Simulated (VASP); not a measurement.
# MgO (Fm-3m) in VASP: notebook

Runs on MgO. Level: revPBE+D3(BJ). Tasks: single point.

Everything below comes from runs of VASP 6.6.1. Logs are shortened: lines on timing, memory, paths and dates and some standing lists are left out, and cuts for length are marked.

**Measured values to compare with.**

From “Electronic structure of alkaline earth and post-transition metal oxides”, 2009, arxiv:0908.1581, for a bulk crystal of MgO: band gap 7.83 eV.

The runs below are set against these values where they give the same quantity.

## (1) The cell of the first run

The structure is cubic, space group Fm-3m (No. 225). The conventional cell has a = 4.198 Å, b = 4.198 Å, c = 4.198 Å, α = 90.00°, β = 90.00°, γ = 90.00°. Within 2.8 Å of Mg (site symmetry m-3m) lie 6 O at 2.10 Å. O (site symmetry m-3m) has 6 Mg at 2.10 Å within 2.8 Å.

## (2) Single point, revPBE+D3(BJ)

Input file INCAR:

```
SYSTEM = MgO
  PREC = Accurate
  ENCUT = 520
  EDIFF = 1E-6
  ISMEAR = 0
  SIGMA = 0.05
  LREAL = .FALSE.
  LASPH = .TRUE.
  NELM = 100
  ALGO = Normal
  ISIF = 2
  LWAVE = .FALSE.
  LCHARG = .FALSE.
  GGA = RE
  IVDW = 12
  NBANDS = 11
```

Input file KPOINTS:

```
Automatic mesh
0
G
  10 10 10
  0 0 0
```

Input file POSCAR:

```
MgO
1.0
    0.0000000000      2.0992145800      2.0992145800
    2.0992145800      0.0000000000      2.0992145800
    2.0992145800      2.0992145800      0.0000000000
Mg O
1 1
Direct
    0.0000000000      0.0000000000      0.0000000000
    0.5000000000      0.5000000000      0.5000000000
```

Potentials or basis: VASP PAW PBE potentials, release 64 (Mg, O).

Launch:

```sh
cat potpaw_PBE.64/Mg/POTCAR potpaw_PBE.64/O/POTCAR > POTCAR
mpirun -np 1 vasp_std > vasp.out
```

OUTCAR:

```text
SYSTEM = MgO
   PREC = Accurate
   ENCUT = 520
   EDIFF = 1E-6
   ISMEAR = 0
   LREAL = .FALSE.
   LASPH = .TRUE.
   NELM = 100
   ISIF = 2
   GGA = RE
   IVDW = 12
 IVDW          = 12

 ion  position               nearest neighbor table
   1  0.000  0.000  0.000-   2 2.10   2 2.10   2 2.10   2 2.10   2 2.10   2 2.10
   2  0.500  0.500  0.500-   1 2.10   1 2.10   1 2.10   1 2.10   1 2.10   1 2.10

  LATTYP: Found a face centered cubic cell.
 ALAT       =     4.1984291600

  Lattice vectors:

 A1 = (   0.0000000000,   2.0992145800,   2.0992145800)
 A2 = (   2.0992145800,   0.0000000000,   2.0992145800)
 A3 = (   2.0992145800,   2.0992145800,   0.0000000000)

Analysis of symmetry for initial positions (statically):
=====================================================================
 Subroutine PRICEL returns:
 Original cell was already a primitive cell.

 Routine SETGRP: Setting up the symmetry group for a
 face centered cubic supercell.

 Subroutine GETGRP returns: Found 48 space group operations
 (whereof 48 operations were pure point group operations)
 out of a pool of 48 trial point group operations.

The static configuration has the point symmetry O_h .

Analysis of symmetry for dynamics (positions and initial velocities):
=====================================================================
 Subroutine PRICEL returns:
 Original cell was already a primitive cell.

 Routine SETGRP: Setting up the symmetry group for a
 face centered cubic supercell.

 Subroutine GETGRP returns: Found 48 space group operations
 (whereof 48 operations were pure point group operations)
 out of a pool of 48 trial point group operations.

The dynamic configuration has the point symmetry O_h .

 Subroutine INISYM returns: Found 48 space group operations
 (whereof 48 operations are pure point group operations),
 and found     1 'primitive' translations

----------------------------------------------------------------------------------------

                                     Primitive cell

  volume of cell :      18.5012

  direct lattice vectors                    reciprocal lattice vectors
     0.000000000  2.099214580  2.099214580    -0.238184321  0.238184321  0.238184321
     2.099214580  0.000000000  2.099214580     0.238184321 -0.238184321  0.238184321
     2.099214580  2.099214580  0.000000000     0.238184321  0.238184321 -0.238184321

  length of vectors
     2.968737729  2.968737729  2.968737729     0.412547346  0.412547346  0.412547346

  position of ions in fractional coordinates (direct lattice)
     0.000000000  0.000000000  0.000000000
     0.500000000  0.500000000  0.500000000

  ion indices of the primitive-cell ions
   primitive index   ion index
                 1           1
                 2           2

----------------------------------------------------------------------------------------

 KPOINTS: Automatic mesh

Automatic generation of k-mesh.
 Grid dimensions read from file:
 generate k-points for:   10   10   10

 Generating k-lattice:

  Cartesian coordinates                     Fractional coordinates (reciprocal lattice)
    -0.023818432  0.023818432  0.023818432     0.100000000  0.000000000  0.000000000
     0.023818432 -0.023818432  0.023818432     0.000000000  0.100000000  0.000000000
     0.023818432  0.023818432 -0.023818432     0.000000000  0.000000000  0.100000000

  Length of vectors
     0.041254735  0.041254735  0.041254735

  Shift w.r.t. Gamma in fractional coordinates (k-lattice)
     0.000000000  0.000000000  0.000000000

 Subroutine IBZKPT returns following result:
 ===========================================

 Found     47 irreducible k-points:

 Following reciprocal coordinates:
            Coordinates               Weight
  0.000000  0.000000  0.000000      1.000000
  0.100000  0.000000  0.000000      8.000000
  0.200000  0.000000  0.000000      8.000000
  0.300000  0.000000  0.000000      8.000000
  0.400000  0.000000  0.000000      8.000000
  0.500000  0.000000  0.000000      4.000000
[... 16 lines left out ...]
  0.300000  0.300000  0.000000      6.000000
  0.400000  0.300000  0.000000     24.000000
 [... further k-points ...]
   k-points           NKPTS =     47   k-points in BZ     NKDIM =     47   number of bands    NBANDS=     11
   number of dos      NEDOS =    301   number of ions     NIONS =      2
   total plane-waves  NPLWV =  13824
   dimension x,y,z NGX =    24 NGY =   24 NGZ =   24
   dimension x,y,z NGXF=    48 NGYF=   48 NGZF=   48
   ions per type =               1   1
   NGX,Y,Z   is equivalent  to a cutoff of  13.44, 13.44, 13.44 a.u.
   NGXF,Y,Z  is equivalent  to a cutoff of  26.88, 26.88, 26.88 a.u.
 SYSTEM =  MgO
   PREC   = accura    normal or accurate (medium, high low for compatibility)
   ISTART =      0    job   : 0-new  1-cont  2-samecut
   ICHARG =      2    charge: 1-file 2-atom 10-const
   ISPIN  =      1    spin polarized calculation?
   LNONCOLLINEAR =      F non collinear calculations
   LSORBIT =      F    spin-orbit coupling
   LASPH  =      T    aspherical Exc in radial PAW
   ENCUT  =  520.0 eV  38.22 Ry    6.18 a.u.   5.52  5.52  5.52*2*pi/ulx,y,z
   NELM   =    100;   NELMIN=  2; NELMDL= -5     # of ELM steps
   EDIFF  = 0.1E-05   stopping-criterion for ELM
   LREAL  =      F    real-space projection
   EDIFFG = 0.1E-04   stopping-criterion for IOM
   NSW    =      0    number of steps for IOM
   IBRION =     -1    ionic relax: 0-MD 1-quasi-New 2-CG
   NFREE  =      0    steps in history (QN), initial steepest desc. (CG)
   ISIF   =      2    stress and relaxation
   ISYM   =      2    0-nonsym 1-usesym 2-fastsym
   POTIM  = 0.5000    time-step for ionic-motion
   TEBEG  =    0.0;   TEEND  =   0.0 temperature during run
   PSTRESS=    0.0 pullay stress
   NELECT =       8.0000    total number of electrons
   NUPDOWN=      -1.0000    fix difference up-down
   EMIN   =  10.00;   EMAX   =-10.00  energy-range for DOS
   EFERMI =   0.00;   METHOD = LEGACY
   ISMEAR =     0;   SIGMA  =   0.05  broadening in eV -4-tet -1-fermi 0-gaus
   EFERMI_NEDOS =   21; number of points for ismear=-14 and -15
   IALGO  =     38    algorithm
   IMIX   =      4    mixing-type and parameters
     AMIX     =   0.40;   BMIX     =  1.00
     AMIX_MAG =   1.60;   BMIX_MAG =  1.00
  volume/ion in A,a.u.               =       9.25        62.43
  Fermi-wavevector in a.u.,A,eV,Ry     =   1.237954  2.339395 20.851353  1.532531
  Thomas-Fermi vector in A             =   2.372500
   LORBIT       =      0    0 simple, 1 ext, 2 COOP (PROOUT), +10 PAW based schemes
   GGA     = RE    functional components
   LHFCALC =     F    Hartree Fock is set to
   AEXX    =    0.0000 exact exchange contribution
   IVDW    =    12    specifies the selected vdW correction
   LEPSILON=     F    determine dielectric tensor
   LRPA    =     F    only Hartree local field effects (RPA)
 non-spin polarized calculation
 Gauss-broadening in eV      SIGMA  =   0.05
  energy-cutoff  :      520.00
  volume of cell :       18.50
 maximum number of plane-waves:       531
 NGX is ok and might be reduce to    24
   NGX = 11   NGY = 11   NGZ = 11

 number of electron       8.0000004 magnetization

 Free energy of the ion-electron system (eV)
  ---------------------------------------------------
  ext. energy  EPLUGINS =         0.00000000
  ---------------------------------------------------
  free energy    TOTEN  =       -11.29456815 eV

  energy without entropy =      -11.29456815  energy(sigma->0) =      -11.29456815

 E-fermi :   3.6200     XC(G=0): -10.9514

 val. band max:        3.3816982301   @ k =   0.0000   0.0000   0.0000
 cond. band min:       8.2846548437   @ k =   0.0000   0.0000   0.0000
 fundamental gap:      4.9029566136
 Fermi energy:         3.6200461672

 k-point     1 :       0.0000    0.0000    0.0000
  band No.  band energies     occupation
      1     -13.9874      2.00000
      2       3.3817      2.00000
      3       3.3817      2.00000
      4       3.3817      2.00000
      5       8.2847      0.00000
      6      19.3376      0.00000
      7      19.3376      0.00000
      8      19.3376      0.00000
      9      23.2355      0.00000
     10      25.0680      0.00000
     11      25.0680      0.00000

 k-point     2 :       0.1000    0.0000    0.0000
  band No.  band energies     occupation
      1     -13.8810      2.00000
      2       2.7348      2.00000
      3       3.3134      2.00000
      4       3.3134      2.00000
      5       8.9087      0.00000
      6      18.0767      0.00000
      7      19.5821      0.00000
      8      19.5821      0.00000
      9      24.3714      0.00000
     10      24.3714      0.00000
     11      24.9278      0.00000

 k-point     3 :       0.2000    0.0000    0.0000
  band No.  band energies     occupation
      1     -13.5887      2.00000
      2       1.4133      2.00000
      3       3.1403      2.00000
      4       3.1403      2.00000
      5      10.1032      0.00000
      6      16.5639      0.00000
      7      20.0826      0.00000
      8      20.0826      0.00000
      9      23.6908      0.00000
     10      23.6908      0.00000
     11      25.9566      0.00000
[... 267 lines left out ...]
 k-point    23 :       0.3000    0.3000    0.0000
  band No.  band energies     occupation
      1     -12.9915      2.00000
      2       0.2235      2.00000
      3       2.4402      2.00000
      4       2.4402      2.00000
      5      12.4316      0.00000
      6      13.9187      0.00000
      7      18.0543      0.00000
      8      21.5636      0.00000
      9      21.5636      0.00000
     10      27.7428      0.00000
     11      31.1091      0.00000

 k-point    24 :       0.4000    0.3000    0.0000
  band No.  band energies     occupation
      1     -12.7431      2.00000
      2      -0.2047      2.00000
      3       2.0730      2.00000
      4       2.2919      2.00000
      5      13.1476      0.00000
      6      13.6846      0.00000
      7      17.2149      0.00000
      8      21.8219      0.00000
      9      22.0302      0.00000
     10      28.5057      0.00000
     11      30.6875      0.00000

 [... further k-points ...]

------------------------ aborting loop because EDIFF is reached ----------------------------------------

 Edisp (eV)   -1.15641

 E8    (eV) :    -0.7673

  FORCE on cell =-STRESS in cart. coord.  units (eV):
  Direction    XX          YY          ZZ          XY          YZ          ZX
  --------------------------------------------------------------------------------------
  -------------------------------------------------------------------------------------
  Total      -0.12475    -0.12475    -0.12475     0.00000     0.00000     0.00000
  in kB     -10.80330   -10.80330   -10.80330     0.00000     0.00000     0.00000
  external pressure =      -10.80 kB  Pullay stress =        0.00 kB

 VOLUME and BASIS-vectors are now :
 -----------------------------------------------------------------------------
  energy-cutoff  :      520.00
  volume of cell :       18.50
      direct lattice vectors                 reciprocal lattice vectors
     0.000000000  2.099214580  2.099214580    -0.238184321  0.238184321  0.238184321
     2.099214580  0.000000000  2.099214580     0.238184321 -0.238184321  0.238184321
     2.099214580  2.099214580  0.000000000     0.238184321  0.238184321 -0.238184321

 POSITION                                       TOTAL-FORCE (eV/Angst)
 -----------------------------------------------------------------------------------
      0.00000      0.00000      0.00000         0.000000      0.000000      0.000000
      2.09921      2.09921      2.09921        -0.000000     -0.000000      0.000000
 -----------------------------------------------------------------------------------
    total drift:                               -0.000000     -0.000000      0.000000

  FREE ENERGIE OF THE ION-ELECTRON SYSTEM (eV)
  ---------------------------------------------------
  free  energy   TOTEN  =       -12.4509799672 eV

  energy  without entropy=      -12.4509799672  energy(sigma->0) =      -12.45097997
```

Run time: 8.2 s. Hardware: 1 thread of Intel Xeon Platinum 8488C (Sapphire Rapids), shared host; peak memory 0.15 GiB.

What came out:

| Property | Result |
| --- | --- |
| Free energy | -12.4510 eV |
| Pressure | -1.1 GPa |
| Band gap on the k mesh | 4.90 eV, direct |
| Dispersion energy per atom | -0.578 eV |

Caveat: the PAW data sets were made with another functional, which shifts forces and pressure a little.

## (3) Single point, revPBE+D3(BJ)

Input file INCAR:

```
SYSTEM = MgO
PREC = Accurate
ENCUT = 520
EDIFF = 1E-6
ISMEAR = 0
SIGMA = 0.05
LREAL = .FALSE.
LASPH = .TRUE.
NELM = 100
ALGO = Normal
ISIF = 2
LWAVE = .FALSE.
LCHARG = .TRUE.
GGA = RE
IVDW = 12
LELF = .TRUE.
LVHAR = .TRUE.
NBANDS = 11
```

Input file KPOINTS:

```
regular mesh
0
G
  10 10 10
  0 0 0
```

Input file POSCAR:

```
MgO
1.0
    0.0000000000      2.0984591520      2.0984591520
    2.0984591520      0.0000000000      2.0984591520
    2.0984591520      2.0984591520      0.0000000000
Mg O
1 1
Direct
    0.0000000000      0.0000000000      0.0000000000
    0.5000000000      0.5000000000      0.5000000000
```

Potentials or basis: VASP PAW PBE potentials, release 64 (Mg, O).

Launch:

```sh
cat potpaw_PBE.64/Mg/POTCAR potpaw_PBE.64/O/POTCAR > POTCAR
mpirun -np 1 vasp_std > vasp.out
```

OUTCAR:

```text
SYSTEM = MgO
   PREC = Accurate
   ENCUT = 520
   EDIFF = 1E-6
   ISMEAR = 0
   LREAL = .FALSE.
   LASPH = .TRUE.
   NELM = 100
   ISIF = 2
   GGA = RE
   IVDW = 12
 IVDW          = 12

 ion  position               nearest neighbor table
   1  0.000  0.000  0.000-   2 2.10   2 2.10   2 2.10   2 2.10   2 2.10   2 2.10
   2  0.500  0.500  0.500-   1 2.10   1 2.10   1 2.10   1 2.10   1 2.10   1 2.10

  LATTYP: Found a face centered cubic cell.
 ALAT       =     4.1969183040

  Lattice vectors:

 A1 = (   0.0000000000,   2.0984591520,   2.0984591520)
 A2 = (   2.0984591520,   0.0000000000,   2.0984591520)
 A3 = (   2.0984591520,   2.0984591520,   0.0000000000)

Analysis of symmetry for initial positions (statically):
=====================================================================
 Subroutine PRICEL returns:
 Original cell was already a primitive cell.

 Routine SETGRP: Setting up the symmetry group for a
 face centered cubic supercell.

 Subroutine GETGRP returns: Found 48 space group operations
 (whereof 48 operations were pure point group operations)
 out of a pool of 48 trial point group operations.

The static configuration has the point symmetry O_h .

Analysis of symmetry for dynamics (positions and initial velocities):
[... 174 lines left out ...]
      6      19.3519      0.00000
      7      19.3519      0.00000
      8      19.3519      0.00000
      9      23.2527      0.00000
     10      25.0864      0.00000
     11      25.0864      0.00000
[... 309 lines left out ...]
 k-point    24 :       0.4000    0.3000    0.0000
  band No.  band energies     occupation
      1     -12.7380      2.00000
      2      -0.2001      2.00000
      3       2.0796      2.00000
      4       2.2988      2.00000
      5      13.1656      0.00000
      6      13.6972      0.00000
      7      17.2347      0.00000
      8      21.8444      0.00000
      9      22.0530      0.00000
     10      28.5272      0.00000
     11      30.7178      0.00000

 [... further k-points ...]

------------------------ aborting loop because EDIFF is reached ----------------------------------------

 Edisp (eV)   -1.15771

 E8    (eV) :    -0.7681

  FORCE on cell =-STRESS in cart. coord.  units (eV):
  Direction    XX          YY          ZZ          XY          YZ          ZX
  --------------------------------------------------------------------------------------
  -------------------------------------------------------------------------------------
  Total      -0.10495    -0.10495    -0.10495     0.00000    -0.00000     0.00000
  in kB      -9.09799    -9.09799    -9.09799     0.00000    -0.00000     0.00000
  external pressure =       -9.10 kB  Pullay stress =        0.00 kB

 VOLUME and BASIS-vectors are now :
 -----------------------------------------------------------------------------
  energy-cutoff  :      520.00
  volume of cell :       18.48
      direct lattice vectors                 reciprocal lattice vectors
     0.000000000  2.098459152  2.098459152    -0.238270066  0.238270066  0.238270066
     2.098459152  0.000000000  2.098459152     0.238270066 -0.238270066  0.238270066
     2.098459152  2.098459152  0.000000000     0.238270066  0.238270066 -0.238270066

 POSITION                                       TOTAL-FORCE (eV/Angst)
 -----------------------------------------------------------------------------------
      0.00000      0.00000      0.00000         0.000000      0.000000      0.000000
      2.09846      2.09846      2.09846        -0.000000      0.000000     -0.000000
 -----------------------------------------------------------------------------------
    total drift:                               -0.000000     -0.000000      0.000000

  FREE ENERGIE OF THE ION-ELECTRON SYSTEM (eV)
  ---------------------------------------------------
  free  energy   TOTEN  =       -12.4510777708 eV

  energy  without entropy=      -12.4510777708  energy(sigma->0) =      -12.45107777
```

OSZICAR:

```text
N       E                     dE             d eps       ncg     rms          rms(c)
DAV:   1     0.134743747667E+02    0.13474E+02   -0.45237E+03  1178   0.639E+02
DAV:   2    -0.123003409625E+02   -0.25775E+02   -0.25288E+02  1191   0.136E+02
DAV:   3    -0.128387683576E+02   -0.53843E+00   -0.53813E+00  1252   0.168E+01
DAV:   4    -0.128401169697E+02   -0.13486E-02   -0.13486E-02  1130   0.962E-01
DAV:   5    -0.128401215412E+02   -0.45715E-05   -0.45715E-05  1202   0.536E-02    0.726E+00
DAV:   6    -0.112938388123E+02    0.15463E+01   -0.85240E+00  1073   0.163E+01    0.220E+00
DAV:   7    -0.112916281470E+02    0.22107E-02   -0.52310E-02  1124   0.208E+00    0.136E+00
DAV:   8    -0.112936481393E+02   -0.20200E-02   -0.31454E-02  1085   0.196E+00    0.231E-01
DAV:   9    -0.112933017451E+02    0.34639E-03   -0.57297E-04  1187   0.163E-01    0.134E-01
DAV:  10    -0.112933659580E+02   -0.64213E-04   -0.73759E-04  1121   0.198E-01    0.198E-02
DAV:  11    -0.112933671577E+02   -0.11997E-05   -0.13544E-05  1214   0.264E-02    0.519E-03
DAV:  12    -0.112933668720E+02    0.28569E-06   -0.83383E-07   869   0.744E-03
   1 F= -.12451078E+02 E0= -.12451078E+02  d E =-.989600E-14
```

stdout:

```text
POSCAR found type information on POSCAR MgO
 POSCAR found :  2 types and       2 ions
 scaLAPACK will be used
 -----------------------------------------------------------------------------
|                                                                             |
|                                                                             |
|     You enforced a specific xc type in the INCAR file but a different       |
|     I HOPE YOU KNOW WHAT YOU ARE DOING!                                     |
|                                                                             |
 -----------------------------------------------------------------------------

 LDA part: xc-table for (Slater+PW92), standard interpolation
 POSCAR, INCAR and KPOINTS ok, starting setup
 FFT: planning ... GRIDC
 FFT: planning ... GRID_SOFT
 FFT: planning ... GRID
 WAVECAR not read
 entering main loop
```

It took 11 s on 1 thread of Intel Xeon Platinum 8488C (Sapphire Rapids), shared host; peak memory 0.15 GiB.

Results:

* Free energy: -12.4511 eV
* Pressure: -0.9 GPa
* Band gap on the k mesh: 4.91 eV, direct
* Dispersion energy per atom: -0.579 eV

Levels at points of the mesh, in eV from the valence-band top:
| k point | band 1 | band 2 | band 3 | band 4 | band 5 | band 6 | band 7 | band 8 | band 9 |
| --- | --- | --- | --- | --- | --- | --- | --- | --- | --- |
| (0.00, 0.00, 0.00) | -17.37 | 0.00 | 0.00 | 0.00 | 4.91 | 15.96 | 15.96 | 15.96 | 19.86 |
| (0.50, 0.00, 0.00) | -16.08 | -4.63 | -0.66 | -0.66 | 8.04 | 12.84 | 16.54 | 16.54 | 21.23 |
| (0.50, 0.50, 0.00) | -15.82 | -4.11 | -1.36 | -1.36 | 9.22 | 10.24 | 13.31 | 19.29 | 19.29 |

Caveat: the PAW data sets were made with another functional, which shifts forces and pressure a little.

(Continued in part 2 of 2.)
